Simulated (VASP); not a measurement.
Runs of VASP 6.6.1 on Si. The structure is that of space group P6_3/mmc (No. 194), or close to it. The cells are those of the table. This isn't the form of Si at room conditions, which is diamond.

```csv
cell,gap on the mesh (eV),pressure (GPa),largest force (eV/Å)
"a = 3.954, b = 3.954, c = 6.541 Å, angles 90.0, 90.0, 120.0°, 4 atoms",0.49,(a),0.04
"a = 4.106, b = 4.106, c = 6.541 Å, angles 90.0, 90.0, 120.0°, 4 atoms",(b),-12.0,0.23
"a = 3.802, b = 3.802, c = 6.792 Å, angles 90.0, 90.0, 120.0°, 4 atoms",0.42,-5.6,0.38
"a = 3.954, b = 3.954, c = 6.038 Å, angles 90.0, 90.0, 120.0°, 4 atoms",none,-2.4,0.98
"a = 3.954, b = 3.954, c = 6.792 Å, angles 90.0, 90.0, 120.0°, 4 atoms",0.51,-10.5,0.08
"a = 3.954, b = 3.954, c = 6.289 Å, angles 90.0, 90.0, 120.0°, 4 atoms",0.24,-6.2,0.37
"a = 3.802, b = 3.802, c = 6.541 Å, angles 90.0, 90.0, 120.0°, 4 atoms",0.50,-3.3,0.30
"a = 3.954, b = 3.954, c = 5.786 Å, angles 90.0, 90.0, 120.0°, 4 atoms",none,3.0,1.98
```

Alike in all rows: task single point; level LDA; potentials or basis VASP PAW LDA potentials, release 64 (Si); no spin polarisation; k mesh 12 × 12 × 6; cutoff (eV) 520; smearing gaussian 0.03 eV.

Problem. Fill in the values left out.

Solution. (a) -8.8; (b) 0.12.

Caveats: the cell stands under tension (at least some runs); semilocal functionals underestimate gaps, so a narrow gap can read as zero (at least some runs); forces of over 1 eV/Å act on the atoms, so gaps and moduli don't describe the material at rest (at least some runs).

A k mesh can miss the band edges.

A gap of «none» marks levels without a gap at the run's occupations.
